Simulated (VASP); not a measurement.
# Sn (C2/m) in VASP: single point with PBEsol

Aim: the single point of Sn with PBEsol.

Everything below comes from runs of VASP 6.6.1. Logs are shortened: lines on timing, memory, paths and dates and some standing lists are left out, and cuts for length are marked.

## 1. The cell of the first run

The structure is monoclinic, space group C2/m (No. 12). The conventional cell has a = 5.761 Å, b = 3.551 Å, c = 3.453 Å, α = 90.00°, β = 125.75°, γ = 90.00°. Sn (site symmetry 2/m) has 12 Sn at 3.38 to 3.55 Å within 4.4 Å.

## 2. Single point, PBEsol (strain +0.0187 x Voigt [0, 0, 0, 0, 1, 0])

Input file INCAR:

```
SYSTEM = Sn
ALGO = Fast
EDIFF = 1E-6
ENCUT = 520
GGA = PS
ISIF = 2
ISMEAR = 0
LASPH = .True.
LCHARG = .False.
LREAL = .False.
LWAVE = .False.
NBANDS = 13
NELM = 60
PREC = Accurate
SIGMA = 0.15
```

Input file KPOINTS:

```
k-points
0
Gamma
  20 20 20
  0 0 0
```

Input file POSCAR:

```
Sn
1.0
   -1.7046755023      1.7755470000      2.3221988604
    1.7484024977     -1.7755470000      2.3544851396
    1.7046755023      1.7755470000     -2.3221988604
Sn
1
Direct
    0.0000000000      0.0000000000      0.0000000000
```

Potentials or basis: VASP PAW PBE potentials, release 64 (Sn_d).

On the command line:

```console
cat potpaw_PBE.64/Sn_d/POTCAR > POTCAR
mpirun -np 1 vasp_std > vasp.out
```

OUTCAR:

```text
SYSTEM = Sn
   EDIFF = 1E-6
   ENCUT = 520
   GGA = PS
   ISIF = 2
   ISMEAR = 0
   LASPH = .True.
   LREAL = .False.
   NELM = 60
   PREC = Accurate

 ion  position               nearest neighbor table
   1  0.000  0.000  0.000-

  LATTYP: Found a base centered monoclinic cell.
 ALAT       =     5.7614325008
 B/A-ratio  =     0.6163560884
 C/A-ratio  =     0.5993698502
 COS(beta)  =    -0.5841913042

  Lattice vectors:

 A1 = (  -1.7046755023,   1.7755470000,   2.3221988604)
 A2 = (  -1.7046755023,  -1.7755470000,   2.3221988604)
 A3 = (   3.4530780000,   0.0000000000,   0.0322862792)

Analysis of symmetry for initial positions (statically):
=====================================================================
 Subroutine PRICEL returns:
 Original cell was already a primitive cell.

 Routine SETGRP: Setting up the symmetry group for a
 base centered monoclinic supercell.

 Subroutine GETGRP returns: Found  4 space group operations
 (whereof  4 operations were pure point group operations)
 out of a pool of  4 trial point group operations.

The static configuration has the point symmetry C_2h.

Analysis of symmetry for dynamics (positions and initial velocities):
=====================================================================
 Subroutine PRICEL returns:
 Original cell was already a primitive cell.

 Routine SETGRP: Setting up the symmetry group for a
 base centered monoclinic supercell.

 Subroutine GETGRP returns: Found  4 space group operations
 (whereof  4 operations were pure point group operations)
 out of a pool of  4 trial point group operations.

The dynamic configuration has the point symmetry C_2h.

 Subroutine INISYM returns: Found  4 space group operations
 (whereof  4 operations are pure point group operations),
 and found     1 'primitive' translations

----------------------------------------------------------------------------------------

                                     Primitive cell

  volume of cell :      28.6707

  direct lattice vectors                    reciprocal lattice vectors
    -1.704675502  1.775547000  2.322198860    -0.001999455  0.281603359  0.213845415
     1.748402498 -1.775547000  2.354485140     0.287622567  0.000000000  0.211137449
     1.704675502  1.775547000 -2.322198860     0.289622021  0.281603359 -0.002707966

  length of vectors
     3.383946404  3.428276348  3.383946404     0.353601911  0.356799332  0.403966212

[... 81 lines left out ...]
   NSW    =      0    number of steps for IOM
   IBRION =     -1    ionic relax: 0-MD 1-quasi-New 2-CG
   NFREE  =      0    steps in history (QN), initial steepest desc. (CG)
   ISIF   =      2    stress and relaxation
   ISYM   =      2    0-nonsym 1-usesym 2-fastsym
   POTIM  = 0.5000    time-step for ionic-motion
   TEBEG  =    0.0;   TEEND  =   0.0 temperature during run
   PSTRESS=    0.0 pullay stress
   NELECT =      14.0000    total number of electrons
   NUPDOWN=      -1.0000    fix difference up-down
   EMIN   =  10.00;   EMAX   =-10.00  energy-range for DOS
   EFERMI =   0.00;   METHOD = LEGACY
   ISMEAR =     0;   SIGMA  =   0.15  broadening in eV -4-tet -1-fermi 0-gaus
   EFERMI_NEDOS =   21; number of points for ismear=-14 and -15
   IALGO  =     68    algorithm
   IMIX   =      4    mixing-type and parameters
     AMIX     =   0.40;   BMIX     =  1.00
     AMIX_MAG =   1.60;   BMIX_MAG =  1.00
  volume/ion in A,a.u.               =      28.67       193.48
  Fermi-wavevector in a.u.,A,eV,Ry     =   1.289154  2.436147 22.611751  1.661917
  Thomas-Fermi vector in A             =   2.421064
   LORBIT       =      0    0 simple, 1 ext, 2 COOP (PROOUT), +10 PAW based schemes
   GGA     = PS    functional components
   LHFCALC =     F    Hartree Fock is set to
   AEXX    =    0.0000 exact exchange contribution
   IVDW    =     0    specifies the selected vdW correction
   LEPSILON=     F    determine dielectric tensor
   LRPA    =     F    only Hartree local field effects (RPA)
 non-spin polarized calculation
 RMM-DIIS sequential band-by-band and
 Gauss-broadening in eV      SIGMA  =   0.15
  energy-cutoff  :      520.00
  volume of cell :       28.67
 maximum number of plane-waves:       790
 NGX is ok and might be reduce to    28
   NGX = 13   NGY = 13   NGZ = 13

 number of electron      13.9999998 magnetization

 Free energy of the ion-electron system (eV)
  ---------------------------------------------------
  ext. energy  EPLUGINS =         0.00000000
  ---------------------------------------------------
  free energy    TOTEN  =        -4.21000227 eV

  energy without entropy =       -4.20391602  energy(sigma->0) =       -4.20695915

 E-fermi :   7.3758     XC(G=0): -10.2534

 val. band max:        7.3747266586   @ k =   0.4500  -0.3500   0.1500
 cond. band min:       7.3762164709   @ k =   0.5000  -0.3500   0.2500
 fundamental gap:      0.0014898123
 Fermi energy:         7.3758136564

 k-point     1 :       0.0000    0.0000    0.0000
  band No.  band energies     occupation
      1     -14.0958      2.00000
      2     -14.0825      2.00000
      3     -14.0590      2.00000
      4     -14.0303      2.00000
      5     -13.9958      2.00000
      6      -3.4230      2.00000
      7      14.3688      0.00000
      8      14.4396      0.00000
      9      14.9674      0.00000
     10      18.0009      0.00000
     11      18.4911      0.00000
     12      18.8671      0.00000
     13      19.2241      0.00000
[... 354 lines left out ...]
  band No.  band energies     occupation
      1     -14.0833      2.00000
      2     -14.0733      2.00000
      3     -14.0555      2.00000
      4     -13.9725      2.00000
      5     -13.9523      2.00000
      6      -0.6338      2.00000
      7       4.7178      2.00000
      8      12.5801      0.00000
      9      13.0803      0.00000
     10      16.6106      0.00000
     11      17.4830      0.00000
     12      18.5784      0.00000
     13      19.7409      0.00000

 [... further k-points ...]
[... 5 lines left out ...]
  --------------------------------------------------------------------------------------
  -------------------------------------------------------------------------------------
  Total       -0.5654502     -0.7011177     -0.6399138      0.0000000      0.0000000     -0.0421136
  in kB      -31.5984904    -39.1798624    -35.7596662      0.0000000      0.0000000     -2.3533921
  external PRESSURE =     -35.5126730 kB  Pullay stress =       0.0000000 kB

 VOLUME and BASIS-vectors are now :
 -----------------------------------------------------------------------------
  energy-cutoff  :      520.00
  volume of cell :       28.67
      direct lattice vectors                 reciprocal lattice vectors
    -1.704675502  1.775547000  2.322198860    -0.001999455  0.281603359  0.213845415
     1.748402498 -1.775547000  2.354485140     0.287622567  0.000000000  0.211137449
     1.704675502  1.775547000 -2.322198860     0.289622021  0.281603359 -0.002707966

 POSITION                                       TOTAL-FORCE (eV/Angst)
 -----------------------------------------------------------------------------------
      0.00000      0.00000      0.00000         0.000000     -0.000000     -0.000000
 -----------------------------------------------------------------------------------
    total drift:                                0.000000      0.000000      0.000000

  FREE ENERGIE OF THE ION-ELECTRON SYSTEM (eV)
  ---------------------------------------------------
  free  energy   TOTEN  =        -4.2100022727 eV

  energy  without entropy=       -4.2039160190  energy(sigma->0) =       -4.20695915
```

OSZICAR:

```text
N       E                     dE             d eps       ncg     rms          rms(c)
DAV:   1     0.806383306295E+02    0.80638E+02   -0.71782E+03 56434   0.158E+03
DAV:   2     0.153822555033E+01   -0.79100E+02   -0.76616E+02 58200   0.338E+02
DAV:   3    -0.410537493822E+01   -0.56436E+01   -0.56225E+01 64957   0.736E+01
DAV:   4    -0.422393336832E+01   -0.11856E+00   -0.11853E+00 67183   0.115E+01
DAV:   5    -0.422806251858E+01   -0.41292E-02   -0.41290E-02 72609   0.208E+00    0.121E+00
RMM:   6    -0.421412350637E+01    0.13939E-01   -0.13581E-02 69469   0.153E+00    0.674E-01
RMM:   7    -0.421015010514E+01    0.39734E-02   -0.94122E-03 69414   0.113E+00    0.107E-01
RMM:   8    -0.420996349209E+01    0.18661E-03   -0.84392E-04 76454   0.434E-01    0.264E-02
RMM:   9    -0.420999948189E+01   -0.35990E-04   -0.36554E-04 85275   0.176E-01    0.235E-02
RMM:  10    -0.421000006374E+01   -0.58185E-06   -0.58354E-05 73678   0.113E-01    0.479E-03
RMM:  11    -0.421000182288E+01   -0.17591E-05   -0.31340E-05 88670   0.551E-02    0.730E-03
RMM:  12    -0.421000227270E+01   -0.44983E-06   -0.33754E-06 57538   0.185E-02
   1 F= -.42100023E+01 E0= -.42069591E+01  d E =-.608625E-02
```

stdout:

```text
POSCAR found type information on POSCAR Sn
 POSCAR found :  1 types and       1 ions
 scaLAPACK will be used
 -----------------------------------------------------------------------------
|                                                                             |
|                                                                             |
|     You enforced a specific xc type in the INCAR file but a different       |
[... 46 lines left out ...]
WARNING in EDDRMM: call to ZHEGV failed, returncode =   6  3     10
WARNING in EDDRMM: call to ZHEGV failed, returncode =   8  4     13
WARNING in EDDRMM: call to ZHEGV failed, returncode =   8  4     12
WARNING in EDDRMM: call to ZHEGV failed, returncode =   8  4     11
WARNING in EDDRMM: call to ZHEGV failed, returncode =   6  3     12
WARNING in EDDRMM: call to ZHEGV failed, returncode =   8  4     12
WARNING in EDDRMM: call to ZHEGV failed, returncode =   8  4     11
```

Wall time 21 min (1 thread of Oxide Virtual Turin-like, shared host); peak memory 0.73 GiB.

Results:

```
Free energy            : -4.2100 eV
Pressure               : -3.6 GPa
Band gap on the k mesh : zero (bands 7 and 8 overlap by 8.98 eV)
```

Levels at points of the mesh, in eV from the Fermi level:
| k point | band 5 | band 6 | band 7 | band 8 | band 9 | band 10 |
| --- | --- | --- | --- | --- | --- | --- |
| (0.00, 0.00, 0.00) | -21.37 | -10.80 | 6.99 | 7.06 | 7.59 | 10.63 |
| (0.50, 0.00, 0.00) | -21.31 | -6.87 | -4.42 | 5.20 | 5.97 | 9.62 |
| (0.00, 0.50, 0.00) | -21.32 | -6.75 | -4.39 | 4.91 | 5.80 | 9.30 |
| (0.50, 0.50, 0.00) | -21.29 | -5.25 | -3.60 | 1.98 | 2.47 | 5.44 |
| (0.50, 0.00, 0.50) | -21.31 | -6.49 | -4.32 | 4.67 | 5.52 | 9.04 |
| (0.50, 0.50, 0.50) | -21.30 | -4.49 | -3.10 | 1.19 | 1.83 | 4.59 |

Caveat: the cell differs from its parent crystal (strain +0.0187 x Voigt [0, 0, 0, 0, 1, 0]); the cell stands under tension; the PAW data sets were made with another functional, which shifts forces and pressure a little; spin-orbit coupling is left out, which moves the levels of the heavy elements.
